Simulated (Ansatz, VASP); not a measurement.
## Two plane-wave programs on Cr

INCAR

```
SYSTEM = Cr
ALGO = Normal
EDIFF = 1E-6
ENCUT = 520
GGA = RP
ISIF = 2
ISMEAR = -1
LASPH = .True.
LCHARG = .False.
LREAL = .False.
LWAVE = .False.
NBANDS = 19
NELM = 60
PREC = Accurate
SIGMA = 0.1
```

The input KPOINTS:

```
k-points
0
Gamma
  17 17 9
  0 0 0
```

Contents of POSCAR:

```
Cr
1.0
   -1.7656653239      1.7656570129      1.2198910498
    1.7656570129     -1.7656653239      1.2198910498
    2.9028440392      2.9028440392     -1.2199062716
Cr
2
Direct
    0.9999952104      0.0000047896      1.0000000000
    0.7500047896      0.2499952104      0.5000000000
```

Input for Ansatz:

```yaml
crystal:
  lattice:
    - [-1.7656653239, 1.7656570129, 1.2198910498]
    - [1.7656570129, -1.7656653239, 1.2198910498]
    - [2.9028440392, 2.9028440392, -1.2199062716]
  atoms:
    - { symbol: Cr, position: [0.9999952104, 4.7896e-06, 1.0] }
    - { symbol: Cr, position: [0.7500047896, 0.2499952104, 0.5] }
hamiltonian:
  xc: rpbe
  pseudopotentials:
    kind: paw
    azcp:
      Cr: "pseudopotentials/Cr.paw.azcp"
basis:
  ecutwfc: 420
  fft_grid_basis: typed
kpoints:
  mp_grid: { grid: [17, 17, 9], shift: [0, 0, 0] }
magnetization:
  spin_polarized: false
scf:
  occupations: { method: fermi_dirac, width: 0.1 }
  lower_state_search: "off"
output:
  stress: true
  write_density: true
  write_potential: true
  elf: true
  volumetric_format: npy
```

Alike in both runs: task single point; functional RPBE; k mesh 17 × 17 × 9; occupations fermi-dirac, width 0.1 eV; no spin polarisation.

|  | VASP | Ansatz |
| --- | --- | --- |
| version | VASP 6.6.1 | Ansatz 0.2.0 |
| potentials or method | VASP PAW PBE potentials, release 64 (Cr_pv), cutoff 520 eV | plane waves (420 eV) with PAW, scalar-relativistic |
| valence electrons in the cell | 24 | 28 |

|  | VASP | Ansatz | Ansatz less VASP |
| --- | --- | --- | --- |
| pressure (GPa) | -8.6 | -8.3 | +0.36 |
| traceless stress, the component that is largest in VASP (GPa) | -0.29 | -0.16 | +0.125 |

VASP's potentials were made for PBE, not for RPBE. VASP's potentials hold 24 valence electrons a cell and Ansatz's 28, so a difference there can come from the potentials and not from the codes. Ansatz's warnings: near symmetry operations not taken.
